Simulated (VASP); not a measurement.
# TaN (P-6m2) in VASP: a series of runs, part 2 of 2

VASP 6.6.1.

## Step 3: Single point, PBE-based screened hybrid with 40 % exact exchange

This run uses another cell than the first one, of 10.78 Å³/atom.

File POSCAR:

```
TaN
1.0
    2.9380000000      0.0000000000      0.0000000000
   -1.4690000000      2.5443826363      0.0000000000
    0.0000000000      0.0000000000      2.8830000000
Ta N
1 1
Direct
    0.0000000000      0.0000000000      0.5000000000
    0.6666666667      0.3333333333      0.0000000000
```

File INCAR.step1:

```
ALGO     = Normal         # electronic algorithm
EDIFF    = 1E-5           # SCF threshold, eV
ENCUT    = 520            # plane-wave cutoff, eV
GGA      = PE             # functional
GGA_COMPAT= False        
ISIF     = 2              # what is computed and relaxed
ISMEAR   = -1             # smearing method
LASPH    = True           # aspherical terms in the spheres
LREAL    = False          # projectors in reciprocal space
LWAVE    = True           # write WAVECAR
NBANDS   = 16             # bands
NELM     = 120            # most SCF steps
PREC     = Accurate       # precision mode
SIGMA    = 0.05           # smearing width, eV
```

File INCAR.step2:

```
AEXX     = 0.4            # exact-exchange fraction
ALGO     = Normal         # electronic algorithm
EDIFF    = 1E-6           # SCF threshold, eV
ENCUT    = 520            # plane-wave cutoff, eV
GGA      = PE             # functional
GGA_COMPAT= False        
HFSCREEN = 0.2            # screening, 1/A
ISIF     = 2              # what is computed and relaxed
ISMEAR   = -1             # smearing method
ISTART   = 1            
LASPH    = True           # aspherical terms in the spheres
LCHARG   = True           # write CHGCAR
LELF     = True           # ELF
LHFCALC  = True           # exact exchange
LREAL    = False          # projectors in reciprocal space
LVHAR    = True         
LWAVE    = False          # write WAVECAR
NBANDS   = 16             # bands
NELM     = 120            # most SCF steps
PREC     = Accurate       # precision mode
PRECFOCK = Normal       
SIGMA    = 0.05           # smearing width, eV
```

File KPOINTS:

```
k-points
0
Gamma
  5 5 5
```

Potentials or basis: VASP PAW PBE potentials, release 64 (Ta_sv_GW, N).

Run with:

```bash
$ cat potpaw_PBE.64/Ta_sv_GW/POTCAR potpaw_PBE.64/N/POTCAR > POTCAR
$ cp INCAR.step1 INCAR
$ mpirun -np 1 vasp_std > vasp.out
$ cp INCAR.step2 INCAR
$ mpirun -np 1 vasp_std > vasp.out
```

Wall time 20 min (1 thread of Intel Xeon Platinum 8488C (Sapphire Rapids), shared host); peak memory 0.26 GiB.

It converged, with:

```yaml
Free_energy: -31.3748 eV
Pressure: -22.5 GPa
Band_gap_on_the_k_mesh: zero (filled and empty bands touch)
```

Stress tensor (GPa, compression positive):
```
-22.21   0.00   0.00
  0.00 -22.21   0.00
  0.00   0.00 -23.04
```

Levels at points of the mesh, in eV from the Fermi level:
```tsv
k point	band 5	band 6	band 7	band 8	band 9	band 10	band 11	band 12	band 13	band 14
(0.00, 0.00, 0.00)	-21.77	-6.22	-6.22	-5.66	-4.40	2.56	4.32	4.32	4.96	4.96
```

Caveat: the k points lie up to 0.49 Å⁻¹ apart; the PAW data sets were made with another functional, which shifts forces and pressure a little; spin-orbit coupling is left out, which moves the levels of the heavy elements.

## Step 4: Single point, LDA+U

This run uses another cell than the first one, of 10.78 Å³/atom.

File INCAR:

```
ALGO = Normal ; EDIFF = 1E-6
ENCUT = 1330 ; GGA_COMPAT = F
ISIF = 2 ; ISMEAR = -1
LASPH = T ; LCHARG = F
LDAU = T ; LDAUJ = 0 0
LDAUL = 2 -1 ; LDAUPRINT = 1
LDAUTYPE = 2 ; LDAUU = 1 0
LMAXMIX = 4 ; LREAL = F
LWAVE = F ; NBANDS = 16
NELM = 200 ; PREC = Accurate
SIGMA = 0.05
```

File KPOINTS:

```
k-points
0
Gamma
  10 10 9
```

POSCAR is that of step 3.

Potentials or basis: VASP PAW LDA potentials, release 64 (Ta_sv_GW, N_h).

Run with:

```bash
$ cat potpaw_LDA.64/Ta_sv_GW/POTCAR potpaw_LDA.64/N_h/POTCAR > POTCAR
$ mpirun -np 1 vasp_std > vasp.out
```

Run time: 71 s. Hardware: 1 thread of AMD EPYC 7R43 (Zen 3), shared host; peak memory 0.24 GiB.

The run converged. Its results:

```
Free energy            : -26.2967 eV
Pressure               : -7.3 GPa
Band gap on the k mesh : zero (bands 9 and 10 overlap by 0.30 eV)
```

Stress tensor (GPa, compression positive):
```
-6.94  0.00  0.00
 0.00 -6.94  0.00
 0.00  0.00 -8.06
```

Levels at points of the mesh, in eV from the Fermi level:
| k point | band 6 | band 7 | band 8 | band 9 | band 10 | band 11 | band 12 | band 13 |
| --- | --- | --- | --- | --- | --- | --- | --- | --- |
| (0.00, 0.00, 0.00) | -4.63 | -4.63 | -4.28 | -3.01 | 2.19 | 3.50 | 3.50 | 3.99 |
| (0.50, 0.00, 0.00) | -8.37 | -5.24 | -3.54 | -3.25 | 2.99 | 3.96 | 5.13 | 5.25 |

Eigenvalues of the final occupation matrices:
```csv
site,spin,trace,eigenvalues
site 1 d,1,1.21,0.19 0.19 0.26 0.26 0.31
site 1 d,2,1.21,0.19 0.19 0.26 0.26 0.31
```

Caveat: the cell stands under tension; spin-orbit coupling is left out, which moves the levels of the heavy elements; U without spin polarisation on a metal has little footing.

## Step 5: Single point, HSE06

This run uses another cell than the first one, of 10.34 Å³/atom.

File POSCAR:

```
TaN
1.0
    2.8982924298      0.0000000000      0.0000000000
   -1.4491462149      2.5099948717      0.0000000000
    0.0000000000      0.0000000000      2.8440357641
Ta N
1 1
Direct
    0.0000000000      0.0000000000      0.5000000000
    0.6666666667      0.3333333333      0.0000000000
```

File INCAR.step1:

```
SYSTEM = TaN
ALGO = Normal
EDIFF = 1E-5
ENCUT = 520
GGA = PE
GGA_COMPAT = .FALSE.
ISIF = 2
ISMEAR = -1
LASPH = .TRUE.
LCHARG = .FALSE.
LREAL = .FALSE.
LWAVE = .TRUE.
NBANDS = 16
NELM = 120
PREC = Accurate
SIGMA = 0.05
```

File INCAR.step2:

```
SYSTEM = TaN
ALGO = Normal
EDIFF = 1E-6
ENCUT = 520
GGA = PE
GGA_COMPAT = .FALSE.
HFSCREEN = 0.2079
ISIF = 2
ISMEAR = -1
ISTART = 1
LASPH = .TRUE.
LCHARG = .FALSE.
LHFCALC = .TRUE.
LREAL = .FALSE.
LWAVE = .FALSE.
NBANDS = 16
NELM = 120
PREC = Accurate
PRECFOCK = Normal
SIGMA = 0.05
```

File KPOINTS:

```
k-points
0
G
  6 6 6
  0 0 0
```

Potentials or basis: VASP PAW PBE potentials, release 64 (Ta_sv_GW, N).

Run with:

```bash
$ cat potpaw_PBE.64/Ta_sv_GW/POTCAR potpaw_PBE.64/N/POTCAR > POTCAR
$ cp INCAR.step1 INCAR
$ mpirun -np 1 vasp_std > vasp.out
$ cp INCAR.step2 INCAR
$ mpirun -np 1 vasp_std > vasp.out
```

It took 33 min on 1 thread of Intel Xeon 6975P-C (Granite Rapids), shared host; peak memory 0.26 GiB.

It converged, with:

```yaml
Free_energy: -28.6634 eV
Pressure: 9.7 GPa
Band_gap_on_the_k_mesh: zero (bands 9 and 10 overlap by 0.43 eV)
```

Stress tensor (GPa, compression positive):
```
 9.14  0.00  0.00
 0.00  9.14  0.00
 0.00  0.00 10.87
```

Levels at points of the mesh, in eV from the Fermi level:
```csv
k point,band 6,band 7,band 8,band 9,band 10,band 11,band 12,band 13
"(0.00, 0.00, 0.00)",-6.00,-6.00,-5.50,-4.10,2.60,4.01,4.01,4.61
"(0.50, 0.00, 0.00)",-10.20,-6.69,-4.64,-4.41,3.45,4.52,5.87,5.90
"(0.00, 0.00, 0.50)",-11.41,-5.03,-5.03,-0.38,-0.38,2.38,3.70,3.70
"(0.50, 0.00, 0.50)",-9.11,-7.78,-7.28,-1.13,4.79,5.97,6.70,8.17
```

Caveat: the k points lie up to 0.42 Å⁻¹ apart; the PAW data sets were made with another functional, which shifts forces and pressure a little; spin-orbit coupling is left out, which moves the levels of the heavy elements.

## Step 6: Single point, PBEsol-based screened hybrid with 25 % exact exchange

This run uses another cell than the first one, of 10.50 Å³/atom.

File POSCAR:

```
TaN
1.0
    2.9132171000      0.0000000000      0.0000000000
   -1.4566085500      2.5229200153      0.0000000000
    0.0000000000      0.0000000000      2.8559301698
Ta N
1 1
Direct
    0.0000000000      0.0000000000      0.5000000000
    0.6666666667      0.3333333333      0.0000000000
```

File INCAR.step1:

```
ALGO = Normal
EDIFF = 1E-5
ENCUT = 520
GGA = PE
ISIF = 2
ISMEAR = -1
LASPH = True
LCHARG = False
LREAL = False
LWAVE = True
NBANDS = 15
NELM = 80
PREC = Accurate
SIGMA = 0.05
```

File INCAR.step2:

```
AEXX = 0.25
ALGO = Normal
EDIFF = 1E-6
ENCUT = 520
GGA = PS
HFSCREEN = 0.207
ISIF = 2
ISMEAR = -1
ISTART = 1
LASPH = True
LCHARG = False
LHFCALC = True
LREAL = False
LWAVE = False
NBANDS = 15
NELM = 80
PREC = Accurate
PRECFOCK = Normal
SIGMA = 0.05
```

File KPOINTS:

```
k-points
0
Gamma
  5 5 5
```

Potentials or basis: VASP PAW PBE potentials, release 64 (Ta_pv, N).

Run with:

```bash
$ cat potpaw_PBE.64/Ta_pv/POTCAR potpaw_PBE.64/N/POTCAR > POTCAR
$ cp INCAR.step1 INCAR
$ mpirun -np 1 vasp_std > vasp.out
$ cp INCAR.step2 INCAR
$ mpirun -np 1 vasp_std > vasp.out
```

Wall time 16 min (1 thread of Intel Xeon 8259CL, shared host); peak memory 0.22 GiB.

The run converged. Its results:

* Free energy: -27.3291 eV
* Pressure: -0.5 GPa
* Band gap on the k mesh: zero (filled and empty bands touch)

Levels at points of the mesh, in eV from the Fermi level:
```csv
k point,band 5,band 6,band 7,band 8,band 9,band 10,band 11,band 12
"(0.00, 0.00, 0.00)",-5.67,-5.67,-5.20,-3.79,2.83,4.23,4.23,4.76
```

Caveat: the k points lie up to 0.50 Å⁻¹ apart; the PAW data sets were made with another functional, which shifts forces and pressure a little; spin-orbit coupling is left out, which moves the levels of the heavy elements.

## Step 7: Summary

| level | potentials or basis | U | cell | k mesh | cutoff (eV) | grid for exact exchange (PRECFOCK) | share of exact exchange | screening parameter | gap on the mesh (eV) | pressure (GPa) |
| --- | --- | --- | --- | --- | --- | --- | --- | --- | --- | --- |
| HSE06 | VASP PAW PBE potentials, release 64 (Ta_pv, N) | - | a = 2.918, b = 2.918, c = 2.864 Å, angles 90.0, 90.0, 120.0°, 2 atoms | 6 × 6 × 6 | 520 | Normal | 0.25 | 0.2079 1/Å | none | 3.4 |
| PBE-based screened hybrid with 40 % exact exchange | VASP PAW PBE potentials, release 64 (Ta_sv_GW, N) | - | a = 2.938, b = 2.938, c = 2.883 Å, angles 90.0, 90.0, 120.0°, 2 atoms | 5 × 5 × 5 | 520 | Normal | 0.4 | 0.2 1/Å | none | -22.5 |
| LDA+U | VASP PAW LDA potentials, release 64 (Ta_sv_GW, N_h) | Ta d U = 1.0 eV | a = 2.938, b = 2.938, c = 2.883 Å, angles 90.0, 90.0, 120.0°, 2 atoms | 10 × 10 × 9 | 1330 | - | - | - | none | -7.3 |
| HSE06 | VASP PAW PBE potentials, release 64 (Ta_sv_GW, N) | - | a = 2.898, b = 2.898, c = 2.844 Å, angles 90.0, 90.0, 120.0°, 2 atoms | 6 × 6 × 6 | 520 | Normal | 0.25 | 0.2079 1/Å | none | 9.7 |
| PBEsol-based screened hybrid with 25 % exact exchange | VASP PAW PBE potentials, release 64 (Ta_pv, N) | - | a = 2.913, b = 2.913, c = 2.856 Å, angles 90.0, 90.0, 120.0°, 2 atoms | 5 × 5 × 5 | 520 | Normal | 0.25 | 0.207 1/Å | none | -0.5 |

Alike in all rows: task single point; no spin polarisation; smearing fermi-dirac 0.05 eV.

Caveats: some runs use coarse meshes; spin-orbit coupling is left out, which moves the levels of the heavy elements; the PAW data sets were made with another functional, which shifts forces and pressure a little (at least some runs); the cell stands under tension (at least some runs); U without spin polarisation on a metal has little footing (at least some runs).

Total energies depend on the potentials used, so only differences within one code and one set of settings carry meaning.
